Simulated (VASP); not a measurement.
# CoH (Fm-3m) in VASP: single point with LDA

Aim: the single point of CoH with LDA.

All numbers are computed with VASP 6.6.1; they aren't measurements. Logs are shortened: lines on timing, memory, paths and dates and some standing lists are left out, and cuts for length are marked.

## (1) The cell of the first run

It takes space group Fm-3m (No. 225, cubic). The conventional cell has a = 3.686 Å, b = 3.686 Å, c = 3.686 Å, α = 90.00°, β = 90.00°, γ = 90.00°. Within 2.4 Å of Co (site symmetry m-3m) lie 6 H at 1.84 Å. H (site symmetry m-3m) has 6 Co at 1.84 Å within 2.4 Å.

## (2) Single point, LDA, collinear spin, ferromagnetic start

The input, INCAR:

```
SYSTEM = CoH
ALGO = Normal
EDIFF = 1E-6
ENCUT = 520
ISIF = 2
ISMEAR = -1
ISPIN = 2
LASPH = .TRUE.
LCHARG = .TRUE.
LELF = .TRUE.
LMAXMIX = 4
LORBIT = 11
LREAL = .FALSE.
LVHAR = .TRUE.
LWAVE = .FALSE.
MAGMOM = 2 0
NBANDS = 16
NELM = 150
PREC = Accurate
SIGMA = 0.05
```

The input, KPOINTS:

```
k-points
0
G
  13 13 13
  0 0 0
```

The input, POSCAR:

```
CoH
1.0
    0.0000000000      1.8429617100      1.8429617100
    1.8429617100      0.0000000000      1.8429617100
    1.8429617100      1.8429617100      0.0000000000
Co H
1 1
Direct
    0.0000000000      0.0000000000      0.0000000000
    0.5000000000      0.5000000000      0.5000000000
```

Potentials or basis: VASP PAW LDA potentials, release 64 (Co, H).

Started as:

```
$ cat potpaw_LDA.64/Co/POTCAR potpaw_LDA.64/H/POTCAR > POTCAR
$ mpirun -np 1 vasp_std > vasp.out
```

OUTCAR:

```text
SYSTEM = CoH
   EDIFF = 1E-6
   ENCUT = 520
   ISIF = 2
   ISMEAR = -1
   ISPIN = 2
   LASPH = .TRUE.
   LORBIT = 11
   LREAL = .FALSE.
   NELM = 150
   PREC = Accurate

 ion  position               nearest neighbor table
   1  0.000  0.000  0.000-   2 1.84   2 1.84   2 1.84   2 1.84   2 1.84   2 1.84
   2  0.500  0.500  0.500-   1 1.84   1 1.84   1 1.84   1 1.84   1 1.84   1 1.84

  LATTYP: Found a face centered cubic cell.
 ALAT       =     3.6859234200

  Lattice vectors:

 A1 = (   0.0000000000,   1.8429617100,   1.8429617100)
 A2 = (   1.8429617100,   0.0000000000,   1.8429617100)
 A3 = (   1.8429617100,   1.8429617100,   0.0000000000)

Analysis of symmetry for initial positions (statically):
=====================================================================
 Subroutine PRICEL returns:
 Original cell was already a primitive cell.

 Routine SETGRP: Setting up the symmetry group for a
 face centered cubic supercell.

 Subroutine GETGRP returns: Found 48 space group operations
 (whereof 48 operations were pure point group operations)
 out of a pool of 48 trial point group operations.

The static configuration has the point symmetry O_h .

Analysis of symmetry for dynamics (positions and initial velocities):
=====================================================================
 Subroutine PRICEL returns:
 Original cell was already a primitive cell.

 Routine SETGRP: Setting up the symmetry group for a
 face centered cubic supercell.

 Subroutine GETGRP returns: Found 48 space group operations
 (whereof 48 operations were pure point group operations)
 out of a pool of 48 trial point group operations.

The dynamic configuration has the point symmetry O_h .

Analysis of structural, dynamic, and magnetic symmetry:
=====================================================================
 Subroutine PRICEL returns:
 Original cell was already a primitive cell.

 Routine SETGRP: Setting up the symmetry group for a
 face centered cubic supercell.

 Subroutine GETGRP returns: Found 48 space group operations
 (whereof 48 operations were pure point group operations)
 out of a pool of 48 trial point group operations.

The overall configuration has the point symmetry O_h .

 Subroutine INISYM returns: Found 48 space group operations
 (whereof 48 operations are pure point group operations),
 and found     1 'primitive' translations

----------------------------------------------------------------------------------------

                                     Primitive cell

  volume of cell :      12.5193

  direct lattice vectors                    reciprocal lattice vectors
     0.000000000  1.842961710  1.842961710    -0.271302435  0.271302435  0.271302435
     1.842961710  0.000000000  1.842961710     0.271302435 -0.271302435  0.271302435
     1.842961710  1.842961710  0.000000000     0.271302435  0.271302435 -0.271302435

  length of vectors
     2.606341445  2.606341445  2.606341445     0.469909602  0.469909602  0.469909602

  position of ions in fractional coordinates (direct lattice)
     0.000000000  0.000000000  0.000000000
     0.500000000  0.500000000  0.500000000

  ion indices of the primitive-cell ions
   primitive index   ion index
                 1           1
                 2           2

----------------------------------------------------------------------------------------

 KPOINTS: k-points

Automatic generation of k-mesh.
 Grid dimensions read from file:
 generate k-points for:   13   13   13

 Generating k-lattice:

  Cartesian coordinates                     Fractional coordinates (reciprocal lattice)
    -0.020869418  0.020869418  0.020869418     0.076923077  0.000000000  0.000000000
     0.020869418 -0.020869418  0.020869418     0.000000000  0.076923077  0.000000000
     0.020869418  0.020869418 -0.020869418     0.000000000  0.000000000  0.076923077

  Length of vectors
     0.036146892  0.036146892  0.036146892

  Shift w.r.t. Gamma in fractional coordinates (k-lattice)
     0.000000000  0.000000000  0.000000000

 Subroutine IBZKPT returns following result:
 ===========================================

 Found     84 irreducible k-points:

 Following reciprocal coordinates:
            Coordinates               Weight
  0.000000  0.000000  0.000000      1.000000
  0.076923  0.000000  0.000000      8.000000
  0.153846  0.000000  0.000000      8.000000
  0.230769  0.000000  0.000000      8.000000
  0.307692  0.000000  0.000000      8.000000
  0.384615  0.000000  0.000000      8.000000
[... 16 lines left out ...]
  0.384615  0.153846  0.000000     24.000000
  0.461538  0.153846  0.000000     24.000000
 [... further k-points ...]
   k-points           NKPTS =     84   k-points in BZ     NKDIM =     84   number of bands    NBANDS=     16
   number of dos      NEDOS =    301   number of ions     NIONS =      2
   total plane-waves  NPLWV =   8000
   dimension x,y,z NGX =    20 NGY =   20 NGZ =   20
   dimension x,y,z NGXF=    40 NGYF=   40 NGZF=   40
   ions per type =               1   1
   NGX,Y,Z   is equivalent  to a cutoff of  12.76, 12.76, 12.76 a.u.
   NGXF,Y,Z  is equivalent  to a cutoff of  25.51, 25.51, 25.51 a.u.
 SYSTEM =  CoH
   PREC   = accura    normal or accurate (medium, high low for compatibility)
   ISTART =      0    job   : 0-new  1-cont  2-samecut
   ICHARG =      2    charge: 1-file 2-atom 10-const
   ISPIN  =      2    spin polarized calculation?
   LNONCOLLINEAR =      F non collinear calculations
   LSORBIT =      F    spin-orbit coupling
   LASPH  =      T    aspherical Exc in radial PAW
   ENCUT  =  520.0 eV  38.22 Ry    6.18 a.u.   4.85  4.85  4.85*2*pi/ulx,y,z
   NELM   =    150;   NELMIN=  2; NELMDL= -5     # of ELM steps
   EDIFF  = 0.1E-05   stopping-criterion for ELM
   LREAL  =      F    real-space projection
   EDIFFG = 0.1E-04   stopping-criterion for IOM
   NSW    =      0    number of steps for IOM
   IBRION =     -1    ionic relax: 0-MD 1-quasi-New 2-CG
   NFREE  =      0    steps in history (QN), initial steepest desc. (CG)
   ISIF   =      2    stress and relaxation
   ISYM   =      2    0-nonsym 1-usesym 2-fastsym
   POTIM  = 0.5000    time-step for ionic-motion
   TEBEG  =    0.0;   TEEND  =   0.0 temperature during run
   PSTRESS=    0.0 pullay stress
   NELECT =      10.0000    total number of electrons
   NUPDOWN=      -1.0000    fix difference up-down
   EMIN   =  10.00;   EMAX   =-10.00  energy-range for DOS
   EFERMI =   0.00;   METHOD = LEGACY
   ISMEAR =    -1;   SIGMA  =   0.05  broadening in eV -4-tet -1-fermi 0-gaus
   EFERMI_NEDOS =   21; number of points for ismear=-14 and -15
   IALGO  =     38    algorithm
   IMIX   =      4    mixing-type and parameters
     AMIX     =   0.40;   BMIX     =  1.00
     AMIX_MAG =   1.60;   BMIX_MAG =  1.00
  volume/ion in A,a.u.               =       6.26        42.24
  Fermi-wavevector in a.u.,A,eV,Ry     =   1.518968  2.870433 31.392214  2.307263
  Thomas-Fermi vector in A             =   2.628017
   LORBIT       =     11    0 simple, 1 ext, 2 COOP (PROOUT), +10 PAW based schemes
   GGA     = CA    functional components
   LHFCALC =     F    Hartree Fock is set to
   AEXX    =    0.0000 exact exchange contribution
   IVDW    =     0    specifies the selected vdW correction
   LEPSILON=     F    determine dielectric tensor
   LRPA    =     F    only Hartree local field effects (RPA)
 spin polarized calculation
  energy-cutoff  :      520.00
  volume of cell :       12.52
 maximum number of plane-waves:       343
   NGX =  9   NGY =  9   NGZ =  9

 number of electron      10.0000000 magnetization       2.0000000

 number of electron       9.9999994 magnetization       1.0781862

 Free energy of the ion-electron system (eV)
  ---------------------------------------------------
  ext. energy  EPLUGINS =         0.00000000
  ---------------------------------------------------
  free energy    TOTEN  =       -11.80323327 eV

  energy without entropy =      -11.79262921  energy(sigma->0) =      -11.79793124

 E-fermi :   9.9805     XC(G=0): -13.7011

 val. band max:        9.9781815205   @ k =   0.3077   0.1538   0.0000
 cond. band min:       9.9849906741   @ k =   0.3077   0.3077   0.0000
 fundamental gap:      0.0068091536
 Fermi energy:         9.9804820825

 spin component 1

 k-point     1 :       0.0000    0.0000    0.0000
  band No.  band energies     occupation
      1      -2.4279      1.00000
      2       7.4729      1.00000
      3       7.4729      1.00000
      4       7.4729      1.00000
      5       8.5094      1.00000
      6       8.5094      1.00000
[... 8 lines left out ...]
     15      44.6631      0.00000
     16      44.6631      0.00000
[... 419 lines left out ...]
 k-point    24 :       0.4615    0.1538    0.0000
  band No.  band energies     occupation
      1       2.4747      1.00000
      2       5.6696      1.00000
      3       7.2075      1.00000
      4       7.6890      1.00000
      5       9.2742      1.00000
      6       9.4803      0.99995
[... 8 lines left out ...]
     15      48.0695      0.00000
     16      49.3587      0.00000

 [... further k-points ...]

 spin component 2

 k-point     1 :       0.0000    0.0000    0.0000
  band No.  band energies     occupation
      1      -2.3636      1.00000
      2       8.5016      1.00000
      3       8.5016      1.00000
      4       8.5016      1.00000
      5       9.4769      0.99996
      6       9.4769      0.99996
[... 8 lines left out ...]
     15      45.0102      0.00000
     16      45.0102      0.00000
[... 419 lines left out ...]
 k-point    24 :       0.4615    0.1538    0.0000
  band No.  band energies     occupation
      1       2.5918      1.00000
      2       6.3297      1.00000
      3       8.0749      1.00000
      4       8.6253      1.00000
      5      10.3889      0.00028
      6      10.4858      0.00004
[... 8 lines left out ...]
     15      49.5208      0.00000
     16      50.2888      0.00000

 [... further k-points ...]

------------------------ aborting loop because EDIFF is reached ----------------------------------------

  FORCE on cell =-STRESS in cart. coord.  units (eV):
  Direction    XX          YY          ZZ          XY          YZ          ZX
  --------------------------------------------------------------------------------------
  -------------------------------------------------------------------------------------
  Total       -1.0859083     -1.0859083     -1.0859083      0.0000000      0.0000000      0.0000000
  in kB     -138.9712017   -138.9712017   -138.9712017      0.0000000      0.0000000      0.0000000
  external PRESSURE =    -138.9712017 kB  Pullay stress =       0.0000000 kB

 VOLUME and BASIS-vectors are now :
 -----------------------------------------------------------------------------
  energy-cutoff  :      520.00
  volume of cell :       12.52
      direct lattice vectors                 reciprocal lattice vectors
     0.000000000  1.842961710  1.842961710    -0.271302435  0.271302435  0.271302435
     1.842961710  0.000000000  1.842961710     0.271302435 -0.271302435  0.271302435
     1.842961710  1.842961710  0.000000000     0.271302435  0.271302435 -0.271302435

 POSITION                                       TOTAL-FORCE (eV/Angst)
 -----------------------------------------------------------------------------------
      0.00000      0.00000      0.00000        -0.000000      0.000000     -0.000000
      1.84296      1.84296      1.84296         0.000000     -0.000000      0.000000
 -----------------------------------------------------------------------------------
    total drift:                                0.000000     -0.000000     -0.000000

  FREE ENERGIE OF THE ION-ELECTRON SYSTEM (eV)
  ---------------------------------------------------
  free  energy   TOTEN  =       -11.8032332695 eV

  energy  without entropy=      -11.7926292100  energy(sigma->0) =      -11.79793124

 total charge

# of ion       s       p       d       tot
------------------------------------------
    1        0.403   0.539   7.458   8.400
    2        0.494   0.041   0.000   0.535
--------------------------------------------------
tot          0.897   0.580   7.458   8.935

 magnetization (x)

# of ion       s       p       d       tot
------------------------------------------
    1       -0.006  -0.013   1.117   1.098
    2       -0.007  -0.002   0.000  -0.009
--------------------------------------------------
tot         -0.013  -0.016   1.117   1.089
```

Wall time 30 s (1 thread of Intel Xeon Platinum 8259CL at 2.50GHz (Skylake/Cascade Lake), shared host); peak memory 0.14 GiB.

What came out:

* Free energy: -11.8032 eV
* Pressure: -13.9 GPa
* Net moment: 1.08 μB per cell
* Site moments: Co +1.10; H -0.01 μB
* Valence electrons inside the program's atomic spheres: Co 8.40; H 0.54
